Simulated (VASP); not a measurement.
# TiNi3C (P4mm) in VASP: relaxation of cell and atoms with PBE

Aim: the relaxation of cell and atoms of TiNi3C with PBE.

All numbers are computed with VASP 6.6.1; they aren't measurements. Logs are shortened: lines on timing, memory, paths and dates and some standing lists are left out, and cuts for length are marked.

**1. The cell of the first run**

Symmetry: P4mm, No. 99, tetragonal system. Conventional cell: a = 3.518 Å, b = 3.518 Å, c = 3.562 Å, α = 90.00°, β = 90.00°, γ = 90.00°. Ti (site symmetry 4mm) has 12 Ni at 2.47 to 2.54 Å and 8 C at 3.03 to 3.09 Å within 3.3 Å. Within 2.2 Å of Ni (site symmetry 4mm) lie 2 C at 1.64 to 1.92 Å. Ni (site symmetry 2mm) has 2 C at 1.76 Å within 2.3 Å. C (site symmetry 4mm) has 6 Ni at 1.64 to 1.92 Å within 2.2 Å.

**2. Relaxation of cell and atoms, PBE**

Contents of INCAR:

```
SYSTEM = TiNi3C
ALGO = Normal
EDIFF = 1E-6
EDIFFG = -0.04
ENCUT = 600
GGA = PE
IBRION = 2
ISIF = 3
ISMEAR = 0
LASPH = .True.
LCHARG = .False.
LREAL = .False.
LWAVE = .False.
NELM = 80
NSW = 90
PREC = Accurate
SIGMA = 0.1
```

Contents of KPOINTS:

```
k-points
0
Gamma
  6 6 6
  0 0 0
```

Contents of POSCAR:

```
TiNi3C
1.0
    3.5177549324      0.0000000000      0.0000000000
    0.0000000000      3.5177549324      0.0000000000
    0.0000000000      0.0000000000      3.5618370744
Ti Ni C
1 3 1
Direct
    0.0000000000      0.0000000000      0.0000000000
    0.5000000000      0.5000000000      0.9750000000
    0.0000000000      0.5000000000      0.4850000000
    0.5000000000      0.0000000000      0.4850000000
    0.5000000000      0.5000000000      0.5150000000
```

Potentials or basis: VASP PAW PBE potentials, release 64 (Ti_sv, Ni, C).

Run with:

```
$ cat potpaw_PBE.64/Ti_sv/POTCAR potpaw_PBE.64/Ni/POTCAR potpaw_PBE.64/C/POTCAR > POTCAR
$ mpirun -np 1 vasp_std > vasp.out
```

OUTCAR:

```text
SYSTEM = TiNi3C
   EDIFF = 1E-6
   EDIFFG = -0.04
   ENCUT = 600
   GGA = PE
   IBRION = 2
   ISIF = 3
   ISMEAR = 0
   LASPH = .True.
   LREAL = .False.
   NELM = 80
   NSW = 90
   PREC = Accurate

 ion  position               nearest neighbor table
   1  0.000  0.000  0.000-   3 2.47   4 2.47   3 2.47   4 2.47   2 2.49   2 2.49   2 2.49   2 2.49
                             3 2.54   4 2.54   4 2.54   3 2.54
   2  0.500  0.500  0.975-   5 1.64   5 1.92   4 2.48   3 2.48   4 2.48   3 2.48   1 2.49   1 2.49
                             1 2.49   1 2.49   3 2.53   4 2.53   4 2.53   3 2.53
   3  0.000  0.500  0.485-   5 1.76   5 1.76   1 2.47   1 2.47   2 2.48   2 2.48   4 2.49   4 2.49
                             4 2.49   4 2.49   2 2.53   2 2.53   1 2.54   1 2.54
   4  0.500  0.000  0.485-   5 1.76   5 1.76   1 2.47   1 2.47   2 2.48   2 2.48   3 2.49   3 2.49
                             3 2.49   3 2.49   2 2.53   2 2.53   1 2.54   1 2.54
   5  0.500  0.500  0.515-   2 1.64   3 1.76   4 1.76   4 1.76   3 1.76   2 1.92

  LATTYP: Found a simple tetragonal cell.
 ALAT       =     3.5177549324
 C/A-ratio  =     1.0125313283

  Lattice vectors:

 A1 = (   3.5177549324,   0.0000000000,   0.0000000000)
 A2 = (   0.0000000000,   3.5177549324,   0.0000000000)
 A3 = (   0.0000000000,   0.0000000000,   3.5618370744)

Analysis of symmetry for initial positions (statically):
=====================================================================
 Subroutine PRICEL returns:
 Original cell was already a primitive cell.

 Routine SETGRP: Setting up the symmetry group for a
 simple tetragonal supercell.

 Subroutine GETGRP returns: Found  8 space group operations
 (whereof  8 operations were pure point group operations)
 out of a pool of 16 trial point group operations.

The static configuration has the point symmetry C_4v.

Analysis of symmetry for dynamics (positions and initial velocities):
=====================================================================
 Subroutine PRICEL returns:
 Original cell was already a primitive cell.

 Routine SETGRP: Setting up the symmetry group for a
 simple tetragonal supercell.

 Subroutine GETGRP returns: Found  8 space group operations
 (whereof  8 operations were pure point group operations)
 out of a pool of 16 trial point group operations.

The dynamic configuration has the point symmetry C_4v.

 Subroutine INISYM returns: Found  8 space group operations
 (whereof  8 operations are pure point group operations),
 and found     1 'primitive' translations

----------------------------------------------------------------------------------------

                                     Primitive cell

[... 116 lines left out ...]
     AMIX_MAG =   1.60;   BMIX_MAG =  1.00
  volume/ion in A,a.u.               =       8.82        59.49
  Fermi-wavevector in a.u.,A,eV,Ry     =   1.660577  3.138036 37.518286  2.757516
  Thomas-Fermi vector in A             =   2.747789
   LORBIT       =      0    0 simple, 1 ext, 2 COOP (PROOUT), +10 PAW based schemes
   GGA     = PE    functional components
   LHFCALC =     F    Hartree Fock is set to
   AEXX    =    0.0000 exact exchange contribution
   IVDW    =     0    specifies the selected vdW correction
   LEPSILON=     F    determine dielectric tensor
   LRPA    =     F    only Hartree local field effects (RPA)
 conjugate gradient relaxation of ions
 non-spin polarized calculation
 Gauss-broadening in eV      SIGMA  =   0.10
  energy-cutoff  :      600.00
  volume of cell :       44.08
 maximum number of plane-waves:      1484
   NGX = 15   NGY = 15   NGZ = 15

--------------------------------------- Ionic step        1  -------------------------------------------

 number of electron      45.9999992 magnetization

 Free energy of the ion-electron system (eV)
  ---------------------------------------------------
  ext. energy  EPLUGINS =         0.00000000
  ---------------------------------------------------
  free energy    TOTEN  =       -31.06881525 eV

  energy without entropy =      -31.04133453  energy(sigma->0) =      -31.05507489

------------------------ aborting loop because EDIFF is reached ----------------------------------------

  FORCE on cell =-STRESS in cart. coord.  units (eV):
  Direction    XX          YY          ZZ          XY          YZ          ZX
  --------------------------------------------------------------------------------------
  -------------------------------------------------------------------------------------
  Total       22.3274161     22.3274161     23.6117720      0.0000000     -0.0000000      0.0000000
  in kB      811.6033625    811.6033625    858.2898013      0.0000000     -0.0000000      0.0000000
  external PRESSURE =     827.1655088 kB  Pullay stress =       0.0000000 kB
[... 98 lines left out ...]
  FREE ENERGIE OF THE ION-ELECTRON SYSTEM (eV)
  ---------------------------------------------------
  free  energy   TOTEN  =       -33.6360949347 eV

  energy  without entropy=      -33.6040413167  energy(sigma->0) =      -33.62006813

 E-fermi :  10.1019     XC(G=0): -12.9682

 val. band max:       10.0986599984   @ k =   0.5000   0.5000   0.3333
 cond. band min:      10.1042386309   @ k =   0.3333   0.3333   0.5000
 fundamental gap:      0.0055786326
 Fermi energy:        10.1019306933

 k-point     1 :       0.0000    0.0000    0.0000
  band No.  band energies     occupation
      1     -47.6441      2.00000
      2     -23.9385      2.00000
      3     -23.8313      2.00000
      4     -23.8313      2.00000
      5      -3.6025      2.00000
      6       3.7675      2.00000
[... 709 lines left out ...]
     26      11.1556      0.00000
     27      11.2231      0.00000

 [... further k-points ...]

[... ionic steps 4 to 32 ...]

--------------------------------------- Ionic step       33  -------------------------------------------

 number of electron      45.9999950 magnetization

------------------------ aborting loop because EDIFF is reached ----------------------------------------
[... 73 lines left out ...]
--------------------------------------- Ionic step       35  -------------------------------------------

 number of electron      45.9999947 magnetization

 Free energy of the ion-electron system (eV)
  ---------------------------------------------------
  ext. energy  EPLUGINS =         0.00000000
  ---------------------------------------------------
  free energy    TOTEN  =       -33.86367327 eV

  energy without entropy =      -33.83740814  energy(sigma->0) =      -33.85054071

 E-fermi :   9.6496     XC(G=0): -12.7865

 val. band max:        9.6271973464   @ k =   0.3333   0.0000   0.5000
 cond. band min:       9.6525145801   @ k =   0.5000   0.5000   0.3333
 fundamental gap:      0.0253172337
 Fermi energy:         9.6496083212

 k-point     1 :       0.0000    0.0000    0.0000
  band No.  band energies     occupation
      1     -48.1404      2.00000
      2     -24.4354      2.00000
      3     -24.3182      2.00000
      4     -24.3182      2.00000
      5      -3.7910      2.00000
      6       3.4844      2.00000
[... 743 lines left out ...]
  FREE ENERGIE OF THE ION-ELECTRON SYSTEM (eV)
  ---------------------------------------------------
  free  energy   TOTEN  =       -33.8636732732 eV

  energy  without entropy=      -33.8374081449  energy(sigma->0) =      -33.85054071

 reached required accuracy - stopping structural energy minimisation
```

CONTCAR:

```text
TiNi3C
   1.00000000000000
     3.7250420874127261    0.0000000000000000    0.0000000000000000
     0.0000000000000000    3.7250420874127261   -0.0000000000000000
     0.0000000000000000   -0.0000000000000000    3.9598946218180560
  Ti              Ni              C
     1     3     1
Direct
     1.0000000000000000    0.0000000000000000    0.9579647796499040
     0.5000000000000000    0.5000000000000000    0.0389287213089641
     1.0000000000000000    0.5000000000000000    0.4483711817928924
     0.5000000000000000    0.0000000000000000    0.4483711817928924
     0.5000000000000000    0.5000000000000000    0.5663641354553476

  0.00000000E+00  0.00000000E+00  0.00000000E+00
  0.00000000E+00  0.00000000E+00  0.00000000E+00
  0.00000000E+00  0.00000000E+00  0.00000000E+00
  0.00000000E+00  0.00000000E+00  0.00000000E+00
  0.00000000E+00  0.00000000E+00  0.00000000E+00
```

Run time: 21 min. Hardware: 1 thread of Intel Xeon Platinum 8488C (Sapphire Rapids), shared host; peak memory 0.2 GiB.

Results:

```yaml
Free_energy: -33.8637 eV
Relaxed_volume: 10.99 Å³/atom
Relaxed_cell: a = 3.725 Å, b = 3.725 Å, c = 3.960 Å, α = 90.00°, β = 90.00°, γ = 90.00°
Space_group_after_relaxing_to_0.05_Å: P4mm (No. 99)
Energy_gained_by_relaxing: 559.0 meV/atom
Ionic_steps: 35
Pressure_after_relaxing: 0.2 GPa
Largest_force_after_relaxing: 0.021 eV/Å
Band_gap_on_the_k_mesh: zero (band 23 reaches 9.76 eV, above the bottom of band 24 at 9.16 eV)
```

Forces on the atoms (eV/Å):
```
Ti   0.000  0.000  0.013
Ni   0.000  0.000 -0.018
Ni   0.000  0.000 -0.008
Ni   0.000  0.000 -0.008
C    0.000  0.000  0.021
```

Stress tensor (GPa, compression positive):
```
0.34 0.00 0.00
0.00 0.34 0.00
0.00 0.00 0.03
```

The path:
| step | energy change (eV) | largest force (eV/Å) | pressure (GPa) | volume (Å³) |
| --- | --- | --- | --- | --- |
| 1 | 0.0000 | 4.9665 | 82.72 | 44.08 |
| 2 | 0.8057 | 0.5759 | -29.72 | 79.95 |
| 3 | -2.5673 | 1.0871 | -3.18 | 56.71 |
| 4 | -2.5869 | 1.0343 | -0.19 | 55.83 |
| 5 | -2.5905 | 0.9971 | 1.69 | 55.32 |
| 6 | -2.6253 | 0.1351 | -2.53 | 56.31 |
| 7 | -2.6260 | 0.2308 | -2.17 | 56.18 |
| 8 | -2.6329 | 0.3360 | 0.97 | 55.35 |
| 9 | -2.6336 | 0.2583 | 0.21 | 55.54 |
| 10 | -2.6374 | 0.1959 | 0.27 | 55.50 |
| 11 | -2.6439 | 0.3600 | 0.63 | 55.38 |
| 12 | -2.6461 | 0.3679 | 0.71 | 55.41 |
| 13 | -2.6528 | 0.3947 | 0.28 | 55.49 |
| 14 | -2.6662 | 0.4550 | -0.55 | 55.67 |
| 15 | -2.6888 | 0.5539 | -2.06 | 56.02 |
| 16 | -2.6573 | 0.9392 | -4.88 | 56.74 |
| 17 | -2.6935 | 0.5619 | -2.89 | 56.18 |
| 18 | -2.6961 | 0.5533 | -2.93 | 56.17 |
| 19 | -2.7031 | 0.5118 | -2.97 | 56.15 |
| 20 | -2.7118 | 0.5416 | -3.04 | 56.10 |
| 21 | -2.7013 | 0.7622 | -3.06 | 56.00 |
| 22 | -2.7128 | 0.5842 | -2.95 | 56.08 |
| 23 | -2.7212 | 0.5396 | -2.72 | 55.95 |
| 24 | -2.7427 | 0.4109 | -1.37 | 55.55 |
| 25 | -2.7688 | 0.1734 | 1.26 | 54.77 |
| 26 | -2.7509 | 0.2405 | 7.38 | 53.19 |
| 27 | -2.7734 | 0.1195 | 3.01 | 54.26 |
| 28 | -2.7841 | 0.1086 | 1.94 | 54.52 |
| 29 | -2.7935 | 0.0827 | -0.80 | 55.19 |
| 30 | -2.7937 | 0.0858 | -0.49 | 55.10 |
| 31 | -2.7937 | 0.0863 | -0.41 | 55.08 |
| 32 | -2.7942 | 0.0713 | -0.24 | 55.03 |
| 33 | -2.7946 | 0.0487 | 0.30 | 54.87 |
| 34 | -2.7946 | 0.0459 | 0.40 | 54.89 |
| 35 | -2.7949 | 0.0215 | 0.23 | 54.95 |

Final structure:
```cif
data_structure
_symmetry_space_group_name_H-M 'P 1'
_symmetry_Int_Tables_number 1
_cell_length_a 3.7250
_cell_length_b 3.7250
_cell_length_c 3.9599
_cell_angle_alpha 90.000
_cell_angle_beta 90.000
_cell_angle_gamma 90.000
_cell_volume 54.95
loop_
_atom_site_label
_atom_site_type_symbol
_atom_site_fract_x
_atom_site_fract_y
_atom_site_fract_z
_atom_site_occupancy
Ti1 Ti 0.00000 0.00000 0.95796 1
Ni1 Ni 0.50000 0.50000 0.03893 1
Ni2 Ni 0.00000 0.50000 0.44837 1
Ni3 Ni 0.50000 0.00000 0.44837 1
C1 C 0.50000 0.50000 0.56636 1
```

Caveat: the volume moved by over 15 % at a fixed basis, so the end points are rough. Spin polarisation is off, so any magnetic state and its effect on volume and gap are missing.
